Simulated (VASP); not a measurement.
# TiO2 (P1) in VASP: single point with PBE+U

Aim: the single point of TiO2 with PBE+U.

Program: VASP 6.6.1. These are calculated values, not measurements. Logs are shortened: lines on timing, memory, paths and dates and some standing lists are left out, and cuts for length are marked.

### 1 The cell of the first run

The typed cell holds 6 atoms: a = 4.640 Å, b = 4.640 Å, c = 3.006 Å, α = 90.00°, β = 90.00°, γ = 90.00°.

### 2 Single point, PBE+U (atoms moved at random)

File INCAR:

```
SYSTEM = TiO2
ALGO = Normal
EDIFF = 1E-6
ENCUT = 520
GGA = PE
ISIF = 2
ISMEAR = 0
LASPH = .TRUE.
LCHARG = .TRUE.
LDAU = .TRUE.
LDAUJ = 0 0
LDAUL = 2 -1
LDAUPRINT = 1
LDAUTYPE = 2
LDAUU = 4 0
LELF = .TRUE.
LMAXMIX = 4
LREAL = .FALSE.
LVHAR = .TRUE.
LWAVE = .FALSE.
NBANDS = 33
NELM = 150
PREC = Accurate
SIGMA = 0.05
```

File KPOINTS:

```
k-points
0
G
  6 6 10
  0 0 0
```

File POSCAR:

```
TiO2
1.0
    4.6403824160      0.0000000000      0.0000000000
    0.0000000000      4.6403824160      0.0000000000
    0.0000000000      0.0000000000      3.0063836354
Ti O
2 4
Direct
   -0.0112068096     -0.0065046732      0.0092440653
    0.4982157290      0.4977647435      0.5058251188
    0.3165460723      0.3107793985      0.0010539217
    0.1912955366      0.7981349123      0.5044967375
    0.6924005265      0.7017715026     -0.0051467598
    0.8127489453      0.1980541163      0.4845269165
```

Potentials or basis: VASP PAW PBE potentials, release 64 (Ti_sv, O).

Started as:

```
$ cat potpaw_PBE.64/Ti_sv/POTCAR potpaw_PBE.64/O/POTCAR > POTCAR
$ mpirun -np 1 vasp_std > vasp.out
```

OUTCAR:

```text
SYSTEM = TiO2
   EDIFF = 1E-6
   ENCUT = 520
   GGA = PE
   ISIF = 2
   ISMEAR = 0
   LASPH = .TRUE.
   LREAL = .FALSE.
   NELM = 150
   PREC = Accurate

 ion  position               nearest neighbor table
   1  0.989  0.993  0.009-   6 1.90   5 1.93   4 1.98   4 2.00   6 2.01   3 2.12
   2  0.498  0.498  0.506-   3 1.92   3 1.94   5 1.97   4 1.99   5 2.02   6 2.02
   3  0.317  0.311  0.001-   2 1.92   2 1.94   1 2.12
   4  0.191  0.798  0.504-   1 1.98   2 1.99   1 2.00
   5  0.692  0.702  0.995-   1 1.93   2 1.97   2 2.02
   6  0.813  0.198  0.485-   1 1.90   1 2.01   2 2.02

  LATTYP: Found a simple tetragonal cell.
 ALAT       =     4.6403824160
 C/A-ratio  =     0.6478741116

  Lattice vectors:

 A1 = (   4.6403824160,   0.0000000000,   0.0000000000)
 A2 = (   0.0000000000,   4.6403824160,   0.0000000000)
 A3 = (   0.0000000000,   0.0000000000,   3.0063836354)

Analysis of symmetry for initial positions (statically):
=====================================================================
 Subroutine PRICEL returns:
 Original cell was already a primitive cell.

 Routine SETGRP: Setting up the symmetry group for a
 simple tetragonal supercell.

 Subroutine GETGRP returns: Found  1 space group operations
 (whereof  1 operations were pure point group operations)
 out of a pool of 16 trial point group operations.

The static configuration has the point symmetry C_1 .

Analysis of symmetry for dynamics (positions and initial velocities):
=====================================================================
 Subroutine PRICEL returns:
 Original cell was already a primitive cell.

 Routine SETGRP: Setting up the symmetry group for a
 simple tetragonal supercell.

 Subroutine GETGRP returns: Found  1 space group operations
 (whereof  1 operations were pure point group operations)
 out of a pool of 16 trial point group operations.

The dynamic configuration has the point symmetry C_1 .
[... 192 lines left out ...]
  0.0023  0.0862  0.0004  0.1817  0.0003
 -0.0030  0.0002 -0.0019  0.0003  0.0980

spin component  2

  0.1887 -0.0000  0.0746  0.0023 -0.0030
 -0.0000  0.1877 -0.0009  0.0862  0.0002
  0.0746 -0.0009  0.1320  0.0004 -0.0019
  0.0023  0.0862  0.0004  0.1817  0.0003
 -0.0030  0.0002 -0.0019  0.0003  0.0980

 occupancies and eigenvectors

  o =  0.0805  v = -0.5679 -0.0031  0.8230  0.0121 -0.0095  0.0000  0.0000  0.0000  0.0000  0.0000      0.0000  0.0000  0.0000  0.0000  0.0000  0.0000  0.0000  0.0000  0.0000  0.0000
  o =  0.0805  v =  0.0000  0.0000  0.0000  0.0000  0.0000 -0.5679 -0.0031  0.8230  0.0121 -0.0095      0.0000  0.0000  0.0000  0.0000  0.0000  0.0000  0.0000  0.0000  0.0000  0.0000
  o =  0.0979  v =  0.0159  0.1555  0.0252 -0.1646  0.9736  0.0000  0.0000  0.0000  0.0000  0.0000      0.0000  0.0000  0.0000  0.0000  0.0000  0.0000  0.0000  0.0000  0.0000  0.0000
  o =  0.0979  v =  0.0000  0.0000  0.0000  0.0000  0.0000  0.0159  0.1555  0.0252 -0.1646  0.9736      0.0000  0.0000  0.0000  0.0000  0.0000  0.0000  0.0000  0.0000  0.0000  0.0000
  o =  0.0984  v = -0.0011 -0.6768 -0.0109  0.7003  0.2268  0.0000  0.0000  0.0000  0.0000  0.0000      0.0000  0.0000  0.0000  0.0000  0.0000  0.0000  0.0000  0.0000  0.0000  0.0000
  o =  0.0984  v =  0.0000  0.0000  0.0000  0.0000  0.0000 -0.0011 -0.6768 -0.0109  0.7003  0.2268      0.0000  0.0000  0.0000  0.0000  0.0000  0.0000  0.0000  0.0000  0.0000  0.0000
  o =  0.2403  v =  0.0000  0.0000  0.0000  0.0000  0.0000 -0.8223  0.0346 -0.5672  0.0151  0.0251      0.0000  0.0000  0.0000  0.0000  0.0000  0.0000  0.0000  0.0000  0.0000  0.0000
  o =  0.2403  v = -0.8223  0.0346 -0.5672  0.0151  0.0251  0.0000  0.0000  0.0000  0.0000  0.0000      0.0000  0.0000  0.0000  0.0000  0.0000  0.0000  0.0000  0.0000  0.0000  0.0000
  o =  0.2710  v =  0.0326  0.7187  0.0150  0.6944  0.0016  0.0000  0.0000  0.0000  0.0000  0.0000      0.0000  0.0000  0.0000  0.0000  0.0000  0.0000  0.0000  0.0000  0.0000  0.0000
  o =  0.2710  v =  0.0000  0.0000  0.0000  0.0000  0.0000  0.0326  0.7187  0.0150  0.6944  0.0016      0.0000  0.0000  0.0000  0.0000  0.0000  0.0000  0.0000  0.0000  0.0000  0.0000

 number of electron      47.9999996 magnetization

 Free energy of the ion-electron system (eV)
  ---------------------------------------------------
  ext. energy  EPLUGINS =         0.00000000
  ---------------------------------------------------
  free energy    TOTEN  =       -48.37283233 eV

  energy without entropy =      -48.37283233  energy(sigma->0) =      -48.37283233

 E-fermi :   5.0102     XC(G=0): -11.2269

 val. band max:        4.7685842864   @ k =   0.0000   0.0000   0.0000
 cond. band min:       7.1482298845   @ k =   0.5000   0.5000   0.0000
 fundamental gap:      2.3796455981
 Fermi energy:         5.0101918771

 k-point     1 :       0.0000    0.0000    0.0000
  band No.  band energies     occupation
      1     -53.2988      2.00000
      2     -53.2408      2.00000
      3     -29.5150      2.00000
      4     -29.5063      2.00000
      5     -29.3874      2.00000
      6     -29.3574      2.00000
[... 853 lines left out ...]
     32      10.7727      0.00000
     33      10.9568      0.00000

 [... further k-points ...]

------------------------ aborting loop because EDIFF is reached ----------------------------------------

  FORCE on cell =-STRESS in cart. coord.  units (eV):
  Direction    XX          YY          ZZ          XY          YZ          ZX
  --------------------------------------------------------------------------------------
  -------------------------------------------------------------------------------------
  Total        2.1837251      1.9641867      2.4034900      0.2981182      0.5379105     -0.3139565
  in kB       54.0451343     48.6117679     59.4841080      7.3781434     13.3127773     -7.7701274
  external PRESSURE =      54.0470034 kB  Pullay stress =       0.0000000 kB

 VOLUME and BASIS-vectors are now :
 -----------------------------------------------------------------------------
  energy-cutoff  :      520.00
  volume of cell :       64.74
      direct lattice vectors                 reciprocal lattice vectors
     4.640382416  0.000000000  0.000000000     0.215499481  0.000000000  0.000000000
     0.000000000  4.640382416  0.000000000     0.000000000  0.215499481  0.000000000
     0.000000000  0.000000000  3.006383635     0.000000000  0.000000000  0.332625547

 POSITION                                       TOTAL-FORCE (eV/Angst)
 -----------------------------------------------------------------------------------
      4.58838      4.61020      0.02779         0.828644     -0.038034     -0.346712
      2.31191      2.30982      1.52070        -0.175218      0.164060     -0.163713
      1.46889      1.44214      0.00317        -0.564956     -0.735636     -0.052456
      0.88768      3.70365      1.51671        -0.025892      0.277259     -0.203940
      3.21300      3.25649      2.99091         0.146538      0.066321      0.144129
      3.77147      0.91905      1.45667        -0.209116      0.266031      0.622692
 -----------------------------------------------------------------------------------
    total drift:                                0.000972     -0.000536      0.000069

  FREE ENERGIE OF THE ION-ELECTRON SYSTEM (eV)
  ---------------------------------------------------
  free  energy   TOTEN  =       -48.3728323257 eV

  energy  without entropy=      -48.3728323257  energy(sigma->0) =      -48.37283233
```

OSZICAR:

```text
N       E                     dE             d eps       ncg     rms          rms(c)
DAV:   1     0.663932705160E+03    0.66393E+03   -0.23838E+04 12152   0.171E+03
DAV:   2     0.310557172296E+02   -0.63288E+03   -0.58909E+03 13221   0.516E+02
DAV:   3    -0.629814064474E+02   -0.94037E+02   -0.92269E+02 16675   0.190E+02
DAV:   4    -0.677559525173E+02   -0.47745E+01   -0.47627E+01 17797   0.411E+01
DAV:   5    -0.679360037742E+02   -0.18005E+00   -0.18001E+00 16046   0.656E+00    0.312E+01
DAV:   6    -0.479791764089E+02    0.19957E+02   -0.81336E+01 16582   0.895E+01    0.913E+00
DAV:   7    -0.484503741030E+02   -0.47120E+00   -0.11394E+01 15623   0.241E+01    0.751E+00
DAV:   8    -0.483314826104E+02    0.11889E+00   -0.63649E-01 17318   0.718E+00    0.434E+00
DAV:   9    -0.483814551702E+02   -0.49973E-01   -0.50774E-01 15063   0.546E+00    0.126E+00
DAV:  10    -0.483773773652E+02    0.40778E-02   -0.71749E-02 16836   0.224E+00    0.732E-01
DAV:  11    -0.483732623329E+02    0.41150E-02   -0.95917E-03 15272   0.127E+00    0.247E-01
DAV:  12    -0.483730589369E+02    0.20340E-03   -0.46308E-03 15929   0.665E-01    0.119E-01
DAV:  13    -0.483728550252E+02    0.20391E-03   -0.84237E-04 15546   0.311E-01    0.276E-02
DAV:  14    -0.483728341556E+02    0.20870E-04   -0.14236E-04 17383   0.937E-02    0.186E-02
DAV:  15    -0.483728339403E+02    0.21533E-06   -0.18496E-05 14479   0.292E-02    0.141E-02
DAV:  16    -0.483728321789E+02    0.17614E-05   -0.56772E-06 15304   0.290E-02    0.380E-03
DAV:  17    -0.483728323257E+02   -0.14678E-06   -0.66595E-07  7252   0.816E-03
   1 F= -.48372832E+02 E0= -.48372832E+02  d E =-.566836E-14
```

stdout:

```text
POSCAR found type information on POSCAR TiO
 POSCAR found :  2 types and       6 ions
 scaLAPACK will be used
 LDA part: xc-table for (Slater+PW92), standard interpolation
 POSCAR, INCAR and KPOINTS ok, starting setup
 FFT: planning ... GRIDC
 FFT: planning ... GRID_SOFT
 FFT: planning ... GRID
 WAVECAR not read
 entering main loop
```

Run time: 3.3 min. Hardware: 1 thread of Intel Xeon Platinum 8488C (Sapphire Rapids), shared host; peak memory 0.4 GiB.

Results:

```
Free energy            : -48.3728 eV
Pressure               : 5.4 GPa
Largest force          : 0.929 eV/Å
Band gap on the k mesh : 2.38 eV (least direct gap 2.42 eV)
```

Forces on the atoms (eV/Å):
```
Ti   0.829 -0.038 -0.347
Ti  -0.175  0.164 -0.164
O   -0.565 -0.736 -0.052
O   -0.026  0.277 -0.204
O    0.147  0.066  0.144
O   -0.209  0.266  0.623
```

Stress tensor (GPa, compression positive):
```
 5.40  0.74 -0.78
 0.74  4.86  1.33
-0.78  1.33  5.95
```

Eigenvalues of the final occupation matrices:
| site | spin | trace | eigenvalues |
| --- | --- | --- | --- |
| site 1 d | 1 | 0.78 | 0.08 0.09 0.10 0.24 0.27 |
| site 1 d | 2 | 0.78 | 0.08 0.09 0.10 0.24 0.27 |
| site 2 d | 1 | 0.79 | 0.08 0.10 0.10 0.24 0.27 |
| site 2 d | 2 | 0.79 | 0.08 0.10 0.10 0.24 0.27 |

Caveat: the cell differs from its parent crystal (atoms moved at random); the cell stands under pressure.
